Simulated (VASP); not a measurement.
Here is a VASP 6.6.1 calculation.

Contents of INCAR:

```
SYSTEM = TiB2
PREC     = Accurate       ! precision mode
ENCUT    = 520            ! plane-wave cutoff, eV
EDIFF    = 1E-6           ! SCF threshold, eV
ISMEAR   = -1             ! smearing method
SIGMA    = 0.1            ! smearing width, eV
LREAL    = .False.        ! projectors in reciprocal space
LASPH    = .True.         ! aspherical terms in the spheres
NELM     = 100            ! most SCF steps
ALGO     = Normal         ! electronic algorithm
ISIF     = 2              ! what is computed and relaxed
LWAVE    = .False.        ! write WAVECAR
LCHARG   = .False.        ! write CHGCAR
GGA      = PE             ! functional
NBANDS   = 16             ! bands
```

KPOINTS

```
Automatic mesh
0
Gamma
  11 11 9
  0 0 0
```

The input POSCAR:

```
TiB2
1.0
    3.0690624661      0.0000000000      0.0000000000
   -1.5345312330      2.6578859062      0.0000000000
    0.0000000000      0.0000000000      3.2708838193
Ti B
1 2
Direct
    0.0000000000      0.0000000000      0.0000000000
    0.3333333333      0.6666666667      0.5000000000
    0.6666666667      0.3333333333      0.5000000000
```

Potentials or basis: VASP PAW PBE potentials, release 64 (Ti_sv, B).

Launch:

```sh
$ cat potpaw_PBE.64/Ti_sv/POTCAR potpaw_PBE.64/B/POTCAR > POTCAR
$ mpirun -np 1 vasp_std > vasp.out
```

(1) Predict the band gap on the k mesh.

(2) Predict the pressure.

Answers

(1) zero (band 9 reaches 9.75 eV, above the bottom of band 10 at 9.33 eV).

(2) -8.8 GPa.
